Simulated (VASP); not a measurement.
# SiC (Cmc2_1) in VASP: notebook, part 2 of 2

VASP 6.6.1. The steps go on from the part before.

### Step 3. Single point, PBEsol (normal strain along x -0.0500, normal strain along z -0.0467)

The input, INCAR:

```
ALGO     = Normal         # electronic algorithm
EDIFF    = 1E-6           # SCF threshold, eV
ENCUT    = 600            # plane-wave cutoff, eV
GGA      = PS             # functional
GGA_COMPAT= False        
ISIF     = 2              # what is computed and relaxed
ISMEAR   = 0              # smearing method
LASPH    = True           # aspherical terms in the spheres
LCHARG   = False          # write CHGCAR
LREAL    = False          # projectors in reciprocal space
LWAVE    = False          # write WAVECAR
NBANDS   = 26             # bands
NELM     = 120            # most SCF steps
PREC     = Accurate       # precision mode
SIGMA    = 0.05           # smearing width, eV
```

The input, KPOINTS:

```
k-points
0
Gamma
  12 12 4
```

The input, POSCAR:

```
SiC
1.0
    2.9241637117      0.0000000000      0.0000000000
   -1.4620818558      2.6656842728      0.0000000000
    0.0000000000      0.0000000000      9.6052687343
Si C
4 4
Direct
    0.6666666667      0.3333333333      0.9378278494
    0.3333333333      0.6666666667      0.4378278494
    0.0000000000      0.0000000000      0.6878973398
    0.0000000000      0.0000000000      0.1878973398
    0.6666666667      0.3333333333      0.7498191768
    0.3333333333      0.6666666667      0.2498191768
    0.0000000000      0.0000000000      0.5004546340
    0.0000000000      0.0000000000      0.0004546340
```

Potentials or basis: VASP PAW PBE potentials, release 64 (Si, C).

The run is started by

```bash
$ cat potpaw_PBE.64/Si/POTCAR potpaw_PBE.64/C/POTCAR > POTCAR
$ mpirun -np 1 vasp_std > vasp.out
```

OUTCAR:

```text
EDIFF = 1E-6
   ENCUT = 600
   GGA = PS
   ISIF = 2
   ISMEAR = 0
   LASPH = True
   LREAL = False
   NELM = 120
   PREC = Accurate

 ion  position               nearest neighbor table
   1  0.667  0.333  0.938-   5 1.81   8 1.81   8 1.81   8 1.88   3 2.95   3 2.95   4 2.95   4 2.95
                             3 2.99   4 2.99
   2  0.333  0.667  0.438-   6 1.81   7 1.81   7 1.81   7 1.88   4 2.95   4 2.95   3 2.95   3 2.95
                             4 2.99   3 2.99
   3  0.000  0.000  0.688-   7 1.80   5 1.81   5 1.81   5 1.87   1 2.95   1 2.95   2 2.95   2 2.95
[... 918 lines left out ...]
  Total       17.1458557      3.7909070     17.5535164      0.0000000      0.0000000      0.0000000
  in kB      366.9017920     81.1210942    375.6252685      0.0000000      0.0000000      0.0000000
  external PRESSURE =     274.5493849 kB  Pullay stress =       0.0000000 kB

 VOLUME and BASIS-vectors are now :
 -----------------------------------------------------------------------------
  energy-cutoff  :      600.00
  volume of cell :       74.87
      direct lattice vectors                 reciprocal lattice vectors
     2.924163712  0.000000000  0.000000000     0.341978117  0.187569100  0.000000000
    -1.462081856  2.665684273  0.000000000     0.000000000  0.375138200  0.000000000
     0.000000000  0.000000000  9.605268734     0.000000000  0.000000000  0.104109529

 POSITION                                       TOTAL-FORCE (eV/Angst)
 -----------------------------------------------------------------------------------
      1.46208      0.88856      9.00809         0.000000      0.566077      0.319601
     -0.00000      1.77712      4.20545        -0.000000     -0.566077      0.319601
      0.00000      0.00000      6.60744        -0.000000     -0.531268      0.417104
      0.00000      0.00000      1.80480         0.000000      0.531268      0.417104
      1.46208      0.88856      7.20221         0.000000      0.701680     -0.374599
     -0.00000      1.77712      2.39958        -0.000000     -0.701680     -0.374599
      0.00000      0.00000      4.80700         0.000000      0.523052     -0.362105
      0.00000      0.00000      0.00437        -0.000000     -0.523052     -0.362105
 -----------------------------------------------------------------------------------
    total drift:                               -0.000000     -0.000000     -0.000343

  FREE ENERGIE OF THE ION-ELECTRON SYSTEM (eV)
  ---------------------------------------------------
  free  energy   TOTEN  =       -62.8324415026 eV

  energy  without entropy=      -62.8324415026  energy(sigma->0) =      -62.83244150
```

OSZICAR:

```text
N       E                     dE             d eps       ncg     rms          rms(c)
DAV:   1     0.800655361625E+02    0.80066E+02   -0.16236E+04  6708   0.127E+03
DAV:   2    -0.640259044936E+02   -0.14409E+03   -0.13267E+03  8792   0.205E+02
DAV:   3    -0.712206958854E+02   -0.71948E+01   -0.71437E+01  9072   0.427E+01
DAV:   4    -0.712993998786E+02   -0.78704E-01   -0.78623E-01  8632   0.524E+00
DAV:   5    -0.713005593620E+02   -0.11595E-02   -0.11589E-02  8966   0.606E-01    0.198E+01
DAV:   6    -0.632684548327E+02    0.80321E+01   -0.19250E+01  8538   0.197E+01    0.927E+00
DAV:   7    -0.628930185167E+02    0.37544E+00   -0.26319E+00  8960   0.739E+00    0.356E+00
DAV:   8    -0.628391907896E+02    0.53828E-01   -0.16550E-01  8174   0.190E+00    0.997E-01
DAV:   9    -0.628322665993E+02    0.69242E-02   -0.17766E-02  8452   0.697E-01    0.161E-01
DAV:  10    -0.628324287216E+02   -0.16212E-03   -0.95518E-04  8330   0.168E-01    0.712E-02
DAV:  11    -0.628324433393E+02   -0.14618E-04   -0.50195E-05  8682   0.465E-02    0.167E-02
DAV:  12    -0.628324411790E+02    0.21603E-05   -0.52084E-06  8204   0.126E-02    0.496E-03
DAV:  13    -0.628324415026E+02   -0.32364E-06   -0.15603E-06  4816   0.616E-03
   1 F= -.62832442E+02 E0= -.62832442E+02  d E =-.107943E-17
```

stdout:

```text
POSCAR found type information on POSCAR SiC
 POSCAR found :  2 types and       8 ions
 scaLAPACK will be used
 -----------------------------------------------------------------------------
|                                                                             |
|                                                                             |
|     You enforced a specific xc type in the INCAR file but a different       |
|     I HOPE YOU KNOW WHAT YOU ARE DOING!                                     |
|                                                                             |
 -----------------------------------------------------------------------------

 LDA part: xc-table for (Slater+PW92), standard interpolation
 POSCAR, INCAR and KPOINTS ok, starting setup
 FFT: planning ... GRIDC
 FFT: planning ... GRID_SOFT
 FFT: planning ... GRID
 WAVECAR not read
 entering main loop
```

Run time: 5 min. Hardware: 1 thread of Oxide Virtual Turin-like, shared host; peak memory 0.32 GiB.

Results:

```
Free energy            : -62.8324 eV
Pressure               : 27.5 GPa
Largest force          : 0.795 eV/Å
Band gap on the k mesh : 1.79 eV (least direct gap 3.00 eV)
```

Forces in eV/Å, atoms in the order of the input:
```
Si   0.000  0.566  0.320
Si   0.000 -0.566  0.320
Si   0.000 -0.531  0.417
Si   0.000  0.531  0.417
C    0.000  0.702 -0.375
C    0.000 -0.702 -0.375
C    0.000  0.523 -0.362
C    0.000 -0.523 -0.362
```

Stress tensor (GPa, compression positive):
```
36.69  0.00  0.00
 0.00  8.11  0.00
 0.00  0.00 37.56
```

Levels at points of the mesh, in eV from the valence-band top:
```tsv
k point	band 14	band 15	band 16	band 17	band 18	band 19
(0.00, 0.00, 0.00)	-0.40	-0.12	0.00	5.12	5.61	6.46
(0.50, 0.00, 0.00)	-2.36	-1.74	-1.45	1.79	1.94	3.87
(0.00, 0.50, 0.00)	-2.26	-1.71	-0.88	2.12	2.57	4.76
(0.00, 0.00, 0.50)	-0.64	-0.23	-0.23	5.33	5.33	6.75
(0.50, 0.00, 0.50)	-2.77	-1.98	-1.98	2.14	2.14	4.08
(0.00, 0.50, 0.50)	-2.83	-1.37	-1.37	2.78	2.78	4.53
```

Caveat: the cell differs from its parent crystal (normal strain along x -0.0500, normal strain along z -0.0467); the stress differs along the axes, from 8 to 38 GPa; the PAW data sets were made with another functional, which shifts forces and pressure a little. A k mesh can miss the band edges.
